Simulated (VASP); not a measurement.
Runs of VASP 6.6.1 on Cu. The structure is that of space group P6_3/mmc (No. 194), or close to it. The cells are those of the table. This isn't the form of Cu at room conditions, which is fcc.

```csv
cell,further INCAR settings,gap on the mesh (eV),pressure (GPa)
"a = 2.725, b = 2.725, c = 3.945 Å, angles 90.0, 90.0, 120.0°, 2 atoms",ALGO = Fast; EDIFF = 1e-06; NBANDS = 18,none,-4.5
"a = 2.673, b = 2.673, c = 3.869 Å, angles 90.0, 90.0, 120.0°, 2 atoms",ALGO = Fast; EDIFF = 1e-06; NBANDS = 18,none,3.2
"a = 2.516, b = 2.516, c = 4.365 Å, angles 90.0, 90.0, 120.0°, 2 atoms",ALGO = Fast; EDIFF = 1e-06; NBANDS = 18,none,(a)
"a = 2.671, b = 2.671, c = 4.106 Å, angles 90.0, 90.0, 120.0°, 2 atoms",ALGO = Fast; EDIFF = 1e-07; NBANDS = 18,none,(b)
"a = 2.618, b = 2.618, c = 3.790 Å, angles 90.0, 90.0, 120.0°, 2 atoms",ALGO = Fast; EDIFF = 1e-06; NBANDS = 18,none,14.3
```

Alike in all rows: task single point; level PBE; potentials or basis VASP PAW PBE potentials, release 64 (Cu); no spin polarisation; k mesh 21 × 21 × 12; cutoff (eV) 520; smearing gaussian 0.15 eV.

**Question.** Estimate the missing entries.

**Answer.** (a) 1.8; (b) -5.9.

Caveats: the stress differs along the axes, from -9 to 4 GPa (at least some runs); the stress differs along the axes, from -2 to 14 GPa (at least some runs); the stress differs along the axes, from -4 to 5 GPa (at least some runs); the stress differs along the axes, from -8 to -1 GPa (at least some runs); the stress differs along the axes, from 7 to 29 GPa (at least some runs).

A gap of «none» marks levels without a gap at the run's occupations.
